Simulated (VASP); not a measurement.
Here is a VASP 6.6.1 calculation.

Contents of INCAR:

```
ALGO = Fast
EDIFF = 1E-6
ENCUT = 520
GGA = PS
ISIF = 2
ISMEAR = 0
LASPH = True
LCHARG = False
LREAL = False
LWAVE = False
NBANDS = 16
NELM = 100
PREC = Accurate
SIGMA = 0.15
```

Contents of KPOINTS:

```
k-points
0
Gamma
  16 16 16
```

The input POSCAR:

```
AlRu
1.0
    2.9916000000      0.0000000000      0.0000000000
    0.0000000000      2.9916000000      0.0000000000
    0.0000000000      0.0000000000      2.9916000000
Al Ru
1 1
Direct
   -0.0125350983      0.0000000000      0.0000000000
    0.5000000000      0.5000000000      0.5000000000
```

Potentials or basis: VASP PAW PBE potentials, release 64 (Al, Ru_pv).

Run with:

```sh
$ cat potpaw_PBE.64/Al/POTCAR potpaw_PBE.64/Ru_pv/POTCAR > POTCAR
$ mpirun -np 1 vasp_std > vasp.out
```

(1) Estimate the pressure.

(2) Estimate the band gap on the k mesh.

(3) What does it give for the largest force?

## Answers

(1) -3.2 GPa.

(2) zero (an odd number of electrons rules out a gap without spin polarisation).

(3) 0.288 eV/Å.

Caveat: the cell differs from its parent crystal (all Al atoms moved +0.037 Å, as atom 1 towards its neighbour atom 1 (Al) at 2.992 Å); the cell stands under tension; the PAW data sets were made with another functional, which shifts forces and pressure a little.
